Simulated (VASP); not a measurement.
Input of a VASP 6.6.1 run:

Contents of INCAR:

```
ALGO     = Normal         # electronic algorithm
EDIFF    = 1E-8           # SCF threshold, eV
ENCUT    = 520            # plane-wave cutoff, eV
GGA      = CA             # functional
ISIF     = 2              # what is computed and relaxed
ISMEAR   = -1             # smearing method
LASPH    = True           # aspherical terms in the spheres
LCHARG   = False          # write CHGCAR
LEFG     = True         
LREAL    = False          # projectors in reciprocal space
LWAVE    = False          # write WAVECAR
NBANDS   = 17             # bands
NELM     = 100            # most SCF steps
PREC     = Accurate       # precision mode
SIGMA    = 0.05           # smearing width, eV
```

The input KPOINTS:

```
k-points
0
Gamma
  14 14 12
```

The input POSCAR:

```
B2W
1.0
    3.0597428387      0.0000000000      0.0000000000
   -1.5298714194      2.6498150274      0.0000000000
    0.0000000000      0.0000000000      3.0901361816
B W
2 1
Direct
    0.3333333333      0.6666666667      0.5000000000
    0.6666666667      0.3333333333      0.5000000000
    0.0000000000      0.0000000000      0.0000000000
```

Potentials or basis: VASP PAW LDA potentials, release 64 (B, W_sv).

Launch:

```console
$ cat potpaw_LDA.64/B/POTCAR potpaw_LDA.64/W_sv/POTCAR > POTCAR
$ mpirun -np 1 vasp_std > vasp.out
```

Question: Estimate the pressure.

Answer: 7.7 GPa.

Question: Estimate the band gap on the k mesh.

Answer: Zero (band 10 reaches 14.98 eV, above the bottom of band 11 at 10.48 eV).

Electric field gradients, principal values (V/Å²):
| atom | least | middle | greatest (by size) |
| --- | --- | --- | --- |
| 1 B | -1.018 | -1.018 | 2.036 |
| 2 B | -1.018 | -1.018 | 2.036 |
| 3 W | -7.932 | -7.933 | 15.865 |

Caveat: without QUAD_EFG the Cq values of the log hold for a quadrupole moment of 1 mb, not for the nuclei; spin-orbit coupling is left out, which moves the levels of the heavy elements.
